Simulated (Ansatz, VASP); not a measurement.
# One calculation of Te3Ru, two programs

```
CELL_PARAMETERS angstrom
3.01036 0.00000 0.00000
0.00000 3.01036 0.00000
0.00000 0.00000 13.12735
ATOMIC_POSITIONS crystal
Te 0.50000 0.50000 0.30604
Te 0.50000 0.50000 0.69396
Te 0.00000 0.00000 0.00000
Ru 0.50000 0.50000 0.50000
```

Alike in both runs: functional PBE; k mesh 6 × 6 × 2; occupations gaussian, width 0.1 eV; no spin polarisation.

Ansatz relaxed the structure, and its values are those at the end. VASP's run is a single point on that final structure, the one shown.

|  | VASP | Ansatz |
| --- | --- | --- |
| version | VASP 6.6.1 | Ansatz 0.2.0 |
| potentials or method | VASP PAW PBE potentials, release 64 (Te, Ru_pv), cutoff 520 eV | scalar-relativistic, plane waves, PAW |
| valence electrons in the cell | 32 | 64 |

```tsv
	VASP	Ansatz	Ansatz less VASP
gap on the k mesh at the Fermi level (eV)	none	none	-
pressure (GPa)	0.0	0.1	+0.08
rms of the force components (eV/Å)	0.003	0.005	+0.0027
```

A gap of «none» marks a metal or a gap that the smearing closes. The functional is the same, so the differences come from potentials, cutoffs and numerics. VASP's potentials hold 32 valence electrons a cell and Ansatz's 64, so a difference there can come from the potentials and not from the codes.

Spin-orbit coupling is off throughout.
